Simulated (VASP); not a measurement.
# Os (P6/mmm) in VASP: a series of runs

Runs on Os. Level: PBE. Tasks: single point.

Program: VASP 6.6.1. These are calculated values, not measurements. Logs are shortened: lines on timing, memory, paths and dates and some standing lists are left out, and cuts for length are marked.

### Step 1. The cell of the first run

It takes space group P6/mmm (No. 191, hexagonal). Conventional cell: a = 4.381 Å, b = 4.381 Å, c = 2.757 Å, α = 90.00°, β = 90.00°, γ = 120.00°. Within 3.6 Å of Os (site symmetry 6/mmm) lie 14 Os at 2.76 to 2.88 Å. Os (site symmetry -6m2) has 11 Os at 2.53 to 2.88 Å within 3.3 Å.

This isn't the form of Os at room conditions, which is hcp.

### Step 2. Single point, PBE (15.27 Å³/atom)

INCAR

```
PREC = Accurate
ENCUT = 520
EDIFF = 1E-7
ISMEAR = -1
SIGMA = 0.1
LREAL = F
LASPH = T
NELM = 100
ALGO = Normal
ISIF = 2
LWAVE = F
LCHARG = F
GGA = PE
NBANDS = 19
```

KPOINTS

```
Automatic mesh
0
Gamma
  10 10 13
```

POSCAR

```
Os
1.0
    4.3807439777      0.0000000000      0.0000000000
   -2.1903719888      3.7938355721      0.0000000000
    0.0000000000      0.0000000000      2.7568859291
Os
3
Direct
    1.0000000000      1.0000000000      1.0000000000
    0.3333333333      0.6666666667      0.5000000000
    0.6666666667      0.3333333333      0.5000000000
```

Potentials or basis: VASP PAW PBE potentials, release 64 (Os).

Run with:

```console
$ cat potpaw_PBE.64/Os/POTCAR > POTCAR
$ mpirun -np 1 vasp_std > vasp.out
```

OUTCAR:

```text
PREC = Accurate
   ENCUT = 520
   EDIFF = 1E-7
   ISMEAR = -1
   LREAL = F
   LASPH = T
   NELM = 100
   ISIF = 2
   GGA = PE

 ion  position               nearest neighbor table
   1  0.000  0.000  0.000-   2 2.88   3 2.88   2 2.88   3 2.88   2 2.88   2 2.88   3 2.88   3 2.88
                             3 2.88   3 2.88   2 2.88   2 2.88
   2  0.333  0.667  0.500-   3 2.53   3 2.53   3 2.53   1 2.88   1 2.88   1 2.88   1 2.88   1 2.88
                             1 2.88
   3  0.667  0.333  0.500-   2 2.53   2 2.53   2 2.53   1 2.88   1 2.88   1 2.88   1 2.88   1 2.88
                             1 2.88

  LATTYP: Found a hexagonal cell.
 ALAT       =     4.3807439777
 C/A-ratio  =     0.6293191164

  Lattice vectors:

 A1 = (   4.3807439777,   0.0000000000,   0.0000000000)
 A2 = (  -2.1903719888,   3.7938355721,   0.0000000000)
 A3 = (   0.0000000000,   0.0000000000,   2.7568859291)

Analysis of symmetry for initial positions (statically):
=====================================================================
 Subroutine PRICEL returns:
 Original cell was already a primitive cell.

 Routine SETGRP: Setting up the symmetry group for a
 hexagonal supercell.

 Subroutine GETGRP returns: Found 24 space group operations
 (whereof 24 operations were pure point group operations)
 out of a pool of 24 trial point group operations.

The static configuration has the point symmetry D_6h.

Analysis of symmetry for dynamics (positions and initial velocities):
=====================================================================
 Subroutine PRICEL returns:
 Original cell was already a primitive cell.

 Routine SETGRP: Setting up the symmetry group for a
 hexagonal supercell.

 Subroutine GETGRP returns: Found 24 space group operations
 (whereof 24 operations were pure point group operations)
 out of a pool of 24 trial point group operations.

The dynamic configuration has the point symmetry D_6h.

 Subroutine INISYM returns: Found 24 space group operations
 (whereof 24 operations are pure point group operations),
 and found     1 'primitive' translations

----------------------------------------------------------------------------------------

                                     Primitive cell

  volume of cell :      45.8190

  direct lattice vectors                    reciprocal lattice vectors
     4.380743978  0.000000000  0.000000000     0.228271729  0.131792744  0.000000000
    -2.190371989  3.793835572  0.000000000     0.000000000  0.263585488  0.000000000
[... 81 lines left out ...]
   ISPIN  =      1    spin polarized calculation?
   LNONCOLLINEAR =      F non collinear calculations
   LSORBIT =      F    spin-orbit coupling
   LASPH  =      T    aspherical Exc in radial PAW
   ENCUT  =  520.0 eV  38.22 Ry    6.18 a.u.   8.15  8.15  5.13*2*pi/ulx,y,z
   NELM   =    100;   NELMIN=  2; NELMDL= -5     # of ELM steps
   EDIFF  = 0.1E-06   stopping-criterion for ELM
   LREAL  =      F    real-space projection
   EDIFFG = 0.1E-05   stopping-criterion for IOM
   NSW    =      0    number of steps for IOM
   IBRION =     -1    ionic relax: 0-MD 1-quasi-New 2-CG
   NFREE  =      0    steps in history (QN), initial steepest desc. (CG)
   ISIF   =      2    stress and relaxation
   ISYM   =      2    0-nonsym 1-usesym 2-fastsym
   POTIM  = 0.5000    time-step for ionic-motion
   TEBEG  =    0.0;   TEEND  =   0.0 temperature during run
   PSTRESS=    0.0 pullay stress
   NELECT =      24.0000    total number of electrons
   NUPDOWN=      -1.0000    fix difference up-down
   EMIN   =  10.00;   EMAX   =-10.00  energy-range for DOS
   EFERMI =   0.00;   METHOD = LEGACY
   ISMEAR =    -1;   SIGMA  =   0.10  broadening in eV -4-tet -1-fermi 0-gaus
   EFERMI_NEDOS =   21; number of points for ismear=-14 and -15
   IALGO  =     38    algorithm
   IMIX   =      4    mixing-type and parameters
     AMIX     =   0.40;   BMIX     =  1.00
     AMIX_MAG =   1.60;   BMIX_MAG =  1.00
  volume/ion in A,a.u.               =      15.27       103.07
  Fermi-wavevector in a.u.,A,eV,Ry     =   1.319664  2.493804 23.694740  1.741514
  Thomas-Fermi vector in A             =   2.449546
   LORBIT       =      0    0 simple, 1 ext, 2 COOP (PROOUT), +10 PAW based schemes
   GGA     = PE    functional components
   LHFCALC =     F    Hartree Fock is set to
   AEXX    =    0.0000 exact exchange contribution
   IVDW    =     0    specifies the selected vdW correction
   LEPSILON=     F    determine dielectric tensor
   LRPA    =     F    only Hartree local field effects (RPA)
 non-spin polarized calculation
  energy-cutoff  :      520.00
  volume of cell :       45.82
 maximum number of plane-waves:      1258
 NGX is ok and might be reduce to    36
   NGX = 17   NGY = 17   NGZ = 11

 number of electron      23.9999997 magnetization

 Free energy of the ion-electron system (eV)
  ---------------------------------------------------
  ext. energy  EPLUGINS =         0.00000000
  ---------------------------------------------------
  free energy    TOTEN  =       -32.67189145 eV

  energy without entropy =      -32.58911491  energy(sigma->0) =      -32.63050318

 E-fermi :   8.3657     XC(G=0): -13.5338

 val. band max:        8.3355202571   @ k =   0.3000   0.2000   0.2308
 cond. band min:       8.3712760929   @ k =   0.1000   0.1000   0.1538
 fundamental gap:      0.0357558358
 Fermi energy:         8.3657017475

 k-point     1 :       0.0000    0.0000    0.0000
  band No.  band energies     occupation
      1      -1.9536      2.00000
      2       1.9069      2.00000
      3       4.3290      2.00000
      4       4.4837      2.00000
      5       4.4837      2.00000
      6       4.5390      2.00000
[... 505 lines left out ...]
      6       4.2201      2.00000
[... 11 lines left out ...]
     18      10.9632      0.00000
     19      17.2298      0.00000

 [... further k-points ...]
[... 5 lines left out ...]
  --------------------------------------------------------------------------------------
  -------------------------------------------------------------------------------------
  Total       -4.1964877     -4.1964877     -3.3777975     -0.0000000     -0.0000000     -0.0000000
  in kB     -146.7409631   -146.7409631   -118.1133571     -0.0000000     -0.0000000     -0.0000000
  external PRESSURE =    -137.1984278 kB  Pullay stress =       0.0000000 kB

 VOLUME and BASIS-vectors are now :
 -----------------------------------------------------------------------------
  energy-cutoff  :      520.00
  volume of cell :       45.82
      direct lattice vectors                 reciprocal lattice vectors
     4.380743978  0.000000000  0.000000000     0.228271729  0.131792744  0.000000000
    -2.190371989  3.793835572  0.000000000     0.000000000  0.263585488  0.000000000
     0.000000000  0.000000000  2.756885929     0.000000000  0.000000000  0.362728102

 POSITION                                       TOTAL-FORCE (eV/Angst)
 -----------------------------------------------------------------------------------
      0.00000      0.00000      0.00000         0.000000      0.000000     -0.000000
     -0.00000      2.52922      1.37844        -0.000000      0.000000      0.000000
      2.19037      1.26461      1.37844         0.000000     -0.000000     -0.000000
 -----------------------------------------------------------------------------------
    total drift:                                0.000000      0.000000     -0.000000

  FREE ENERGIE OF THE ION-ELECTRON SYSTEM (eV)
  ---------------------------------------------------
  free  energy   TOTEN  =       -32.6718914510 eV

  energy  without entropy=      -32.5891149113  energy(sigma->0) =      -32.63050318
```

OSZICAR:

```text
N       E                     dE             d eps       ncg     rms          rms(c)
DAV:   1     0.168682130274E+03    0.16868E+03   -0.11330E+04  3796   0.120E+03
DAV:   2    -0.222755001113E+02   -0.19096E+03   -0.18015E+03  3766   0.402E+02
DAV:   3    -0.344529109186E+02   -0.12177E+02   -0.11452E+02  4604   0.789E+01
DAV:   4    -0.347884577451E+02   -0.33555E+00   -0.33268E+00  4170   0.144E+01
DAV:   5    -0.347924904260E+02   -0.40327E-02   -0.40312E-02  4248   0.132E+00    0.237E+01
DAV:   6    -0.331767139321E+02    0.16158E+01   -0.27861E+00  4744   0.117E+01    0.109E+01
DAV:   7    -0.332898240633E+02   -0.11311E+00   -0.53123E+00  5603   0.173E+01    0.617E+00
DAV:   8    -0.326755782245E+02    0.61425E+00   -0.27575E+00  5643   0.116E+01    0.439E-01
DAV:   9    -0.326735410979E+02    0.20371E-02   -0.73591E-02  3823   0.211E+00    0.265E-01
DAV:  10    -0.326725103057E+02    0.10308E-02   -0.11522E-03  4539   0.275E-01    0.184E-01
DAV:  11    -0.326718967150E+02    0.61359E-03   -0.63886E-04  3844   0.224E-01    0.345E-02
DAV:  12    -0.326718959692E+02    0.74579E-06   -0.19129E-05  4466   0.330E-02    0.101E-02
DAV:  13    -0.326718914005E+02    0.45688E-05   -0.37724E-06  4541   0.157E-02    0.308E-03
DAV:  14    -0.326718914510E+02   -0.50561E-07   -0.12917E-07  2284   0.281E-03
   1 F= -.32671891E+02 E0= -.32630503E+02  d E =-.827765E-01
```

Run time: 58 s. Hardware: 1 thread of AMD EPYC 9R45 (Zen 5), shared host; peak memory 0.19 GiB.

What came out:

- Free energy: -32.6719 eV
- Pressure: -13.7 GPa
- Band gap on the k mesh: zero (bands 12 and 13 overlap by 2.31 eV)

Stress tensor (GPa, compression positive):
```
-14.67   0.00   0.00
  0.00 -14.67   0.00
  0.00   0.00 -11.81
```

Levels at points of the mesh, in eV from the Fermi level:
```tsv
k point	band 9	band 10	band 11	band 12	band 13	band 14	band 15	band 16
(0.00, 0.00, 0.00)	-2.21	-2.21	-1.44	-1.44	-1.38	-1.38	2.16	2.16
(0.50, 0.00, 0.00)	-2.75	-1.18	-1.15	0.10	0.29	1.10	1.11	1.18
```

Caveat: the cell stands under tension; spin-orbit coupling is left out, which moves the levels of the heavy elements.

### Step 3. Single point, PBE (15.86 Å³/atom)

This run uses another cell than the first one, of 15.86 Å³/atom.

INCAR

```
PREC = Accurate ; ENCUT = 520
EDIFF = 1E-6 ; ISMEAR = -1
SIGMA = 0.1 ; LREAL = F
LASPH = T ; NELM = 100
ALGO = Normal ; ISIF = 2
LWAVE = F ; LCHARG = T
GGA = PE ; LELF = T
LVHAR = T ; NBANDS = 19
```

KPOINTS is that of step 2.

POSCAR

```
Os
1.0
    4.4362023205      0.0000000000      0.0000000000
   -2.2181011602      3.8418639058      0.0000000000
    0.0000000000      0.0000000000      2.7917869244
Os
3
Direct
    1.0000000000      1.0000000000      1.0000000000
    0.3333333333      0.6666666667      0.5000000000
    0.6666666667      0.3333333333      0.5000000000
```

Potentials or basis: VASP PAW PBE potentials, release 64 (Os).

Run with:

```console
$ cat potpaw_PBE.64/Os/POTCAR > POTCAR
$ mpirun -np 1 vasp_std > vasp.out
```

OUTCAR:

```text
PREC = Accurate
   ENCUT = 520
   EDIFF = 1E-6
   ISMEAR = -1
   LREAL = F
   LASPH = T
   NELM = 100
   ISIF = 2
   GGA = PE

 ion  position               nearest neighbor table
   1  0.000  0.000  0.000-   2 2.92   3 2.92   2 2.92   3 2.92   2 2.92   2 2.92   3 2.92   3 2.92
                             3 2.92   3 2.92   2 2.92   2 2.92
   2  0.333  0.667  0.500-   3 2.56   3 2.56   3 2.56   1 2.92   1 2.92   1 2.92   1 2.92   1 2.92
                             1 2.92
   3  0.667  0.333  0.500-   2 2.56   2 2.56   2 2.56   1 2.92   1 2.92   1 2.92   1 2.92   1 2.92
                             1 2.92

  LATTYP: Found a hexagonal cell.
 ALAT       =     4.4362023205
 C/A-ratio  =     0.6293191164

  Lattice vectors:

 A1 = (   4.4362023205,   0.0000000000,   0.0000000000)
 A2 = (  -2.2181011602,   3.8418639058,   0.0000000000)
 A3 = (   0.0000000000,   0.0000000000,   2.7917869244)

Analysis of symmetry for initial positions (statically):
=====================================================================
 Subroutine PRICEL returns:
 Original cell was already a primitive cell.

 Routine SETGRP: Setting up the symmetry group for a
 hexagonal supercell.

[... 162 lines left out ...]
  ext. energy  EPLUGINS =         0.00000000
  ---------------------------------------------------
  free energy    TOTEN  =       -32.46207773 eV

  energy without entropy =      -32.37320716  energy(sigma->0) =      -32.41764244

 E-fermi :   7.8329     XC(G=0): -13.3205

 val. band max:        7.8049543178   @ k =   0.4000   0.2000   0.2308
 cond. band min:       7.8372662712   @ k =   0.1000   0.1000   0.1538
 fundamental gap:      0.0323119534
 Fermi energy:         7.8329413340

 k-point     1 :       0.0000    0.0000    0.0000
  band No.  band energies     occupation
      1      -2.1451      2.00000
      2       1.7153      2.00000
      3       3.9892      2.00000
      4       4.1351      2.00000
      5       4.1351      2.00000
      6       4.1979      2.00000
[... 505 lines left out ...]
      6       3.9011      2.00000
[... 11 lines left out ...]
     18      10.2839      0.00000
     19      16.2690      0.00000

 [... further k-points ...]
[... 5 lines left out ...]
  --------------------------------------------------------------------------------------
  -------------------------------------------------------------------------------------
  Total       -7.6342574     -7.6342574     -6.3506537     -0.0000000     -0.0000000      0.0000000
  in kB     -257.0643123   -257.0643123   -213.8422064     -0.0000000     -0.0000000      0.0000000
  external PRESSURE =    -242.6569437 kB  Pullay stress =       0.0000000 kB

 VOLUME and BASIS-vectors are now :
 -----------------------------------------------------------------------------
  energy-cutoff  :      520.00
  volume of cell :       47.58
      direct lattice vectors                 reciprocal lattice vectors
     4.436202320  0.000000000  0.000000000     0.225418033  0.130145162  0.000000000
    -2.218101160  3.841863906  0.000000000     0.000000000  0.260290324  0.000000000
     0.000000000  0.000000000  2.791786924     0.000000000  0.000000000  0.358193525

 POSITION                                       TOTAL-FORCE (eV/Angst)
 -----------------------------------------------------------------------------------
      0.00000      0.00000      0.00000        -0.000000      0.000000     -0.000000
     -0.00000      2.56124      1.39589        -0.000000      0.000000     -0.000000
      2.21810      1.28062      1.39589         0.000000     -0.000000      0.000000
 -----------------------------------------------------------------------------------
    total drift:                                0.000000      0.000000     -0.000000

  FREE ENERGIE OF THE ION-ELECTRON SYSTEM (eV)
  ---------------------------------------------------
  free  energy   TOTEN  =       -32.4620777288 eV

  energy  without entropy=      -32.3732071586  energy(sigma->0) =      -32.41764244
```

Wall time 67 s (1 thread of AMD EPYC 9R45 (Zen 5), shared host); peak memory 0.19 GiB.

Results:

```
Free energy            : -32.4621 eV
Pressure               : -24.3 GPa
Band gap on the k mesh : zero (bands 12 and 13 overlap by 2.17 eV)
```

Caveat: the cell stands under tension; spin-orbit coupling is left out, which moves the levels of the heavy elements.

### Step 4. Single point, PBE (16.45 Å³/atom)

This run uses another cell than the first one, of 16.45 Å³/atom.

INCAR

```
PREC = Accurate ; ENCUT = 520
EDIFF = 1E-6 ; ISMEAR = -1
SIGMA = 0.1 ; LREAL = False
LASPH = True ; NELM = 60
ALGO = Normal ; ISIF = 2
LWAVE = False ; LCHARG = True
GGA = PE ; LELF = True
LVHAR = True ; NBANDS = 19
```

KPOINTS is that of step 3.

POSCAR

```
Os
1.0
    4.4903076811      0.0000000000      0.0000000000
   -2.2451538406      3.8887205226      0.0000000000
    0.0000000000      0.0000000000      2.8258364622
Os
3
Direct
    1.0000000000      1.0000000000      1.0000000000
    0.3333333333      0.6666666667      0.5000000000
    0.6666666667      0.3333333333      0.5000000000
```

Run with:

```console
$ cat potpaw_PBE.64/Os/POTCAR > POTCAR
$ mpirun -np 1 vasp_std > vasp.out
```

Wall time 66 s (1 thread of AMD EPYC 9R45 (Zen 5), shared host); peak memory 0.2 GiB.

The run converged. Its results:

```
Free energy            : -32.1493 eV
Pressure               : -32.5 GPa
Band gap on the k mesh : zero (bands 12 and 13 overlap by 2.04 eV)
```

Stress tensor (GPa, compression positive):
```
-34.34   0.00   0.00
  0.00 -34.34   0.00
  0.00   0.00 -28.87
```

Levels at points of the mesh, in eV from the Fermi level:
```
           k point  band 8  band 9  band 10  band 11  band 12  band 13  band 14  band 15  band 16  band 17
(0.00, 0.00, 0.00)   -2.74   -1.98    -1.98    -1.28    -1.28    -1.21    -1.21     1.88     1.88     6.03
(0.50, 0.00, 0.00)   -2.62   -2.45    -1.06    -1.02     0.16     0.24     0.96     0.97     1.03     1.32
```

Caveat: the stress differs along the axes, from -34 to -29 GPa; spin-orbit coupling is left out, which moves the levels of the heavy elements.

### Step 5. Overview

| cell | gap on the mesh (eV) | pressure (GPa) |
| --- | --- | --- |
| a = 4.381, b = 4.381, c = 2.757 Å, angles 90.0, 90.0, 120.0°, 3 atoms | none | -13.7 |
| a = 4.436, b = 4.436, c = 2.792 Å, angles 90.0, 90.0, 120.0°, 3 atoms | none | -24.3 |
| a = 4.490, b = 4.490, c = 2.826 Å, angles 90.0, 90.0, 120.0°, 3 atoms | none | -32.5 |

Alike in all rows: task single point; level PBE; potentials or basis VASP PAW PBE potentials, release 64 (Os); no spin polarisation; k mesh 10 × 10 × 13; cutoff (eV) 520; smearing fermi-dirac 0.1 eV.

Caveats: spin-orbit coupling is left out, which moves the levels of the heavy elements; the cell stands under tension (at least some runs); the stress differs along the axes, from -34 to -29 GPa (at least some runs).

Total energies depend on the potentials used, so only differences within one code and one set of settings carry meaning.

The gap in the log of VASP goes by the Fermi energy; the results here count the filled bands.